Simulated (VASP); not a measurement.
**TiO2: single point with PBE**

Crystal: TiO2.

```
Ti O
1.0
     0.00000    2.39683    2.39683
     2.39683    0.00000    2.39683
     2.39683    2.39683    0.00000
Ti O
1 2
Direct
  0.00000 0.00000 0.00000
  0.25000 0.25000 0.25000
  0.75000 0.75000 0.75000
```

```
Program                : VASP 6.6.1
Task                   : single point
Functional             : PBE
Potentials or basis    : VASP PAW PBE potentials, release 64 (Ti_sv, O)
Cutoff                 : 520 eV
k mesh                 : 10 × 10 × 10
Occupations            : gaussian, width 0.01 eV
Spin                   : no spin polarisation
Dipole correction      : no
Further INCAR settings : ALGO = Normal; EDIFF = 1e-06; NBANDS = 19
```

The pressure is 6.8 GPa. The band gap on the k mesh is 1.13 eV, indirect (least direct gap 1.84 eV).

Levels at points of the mesh, in eV from the valence-band top:
| k point | band 10 | band 11 | band 12 | band 13 | band 14 | band 15 |
| --- | --- | --- | --- | --- | --- | --- |
| (0.00, 0.00, 0.00) | -0.87 | -0.87 | -0.87 | 1.13 | 1.13 | 5.38 |
| (0.50, 0.00, 0.00) | -3.28 | -2.54 | -2.54 | 1.48 | 1.48 | 2.87 |
| (0.50, 0.50, 0.00) | -2.10 | -2.10 | 0.00 | 1.84 | 1.84 | 2.89 |

It took 49 s on 1 thread of Intel(R) Xeon(R) Platinum 8488C (Sapphire Rapids), on a shared host, peak memory 0.17 GiB.

A k mesh can miss the band edges. A hybrid or GW would open this gap; PBE tends to underestimate it.
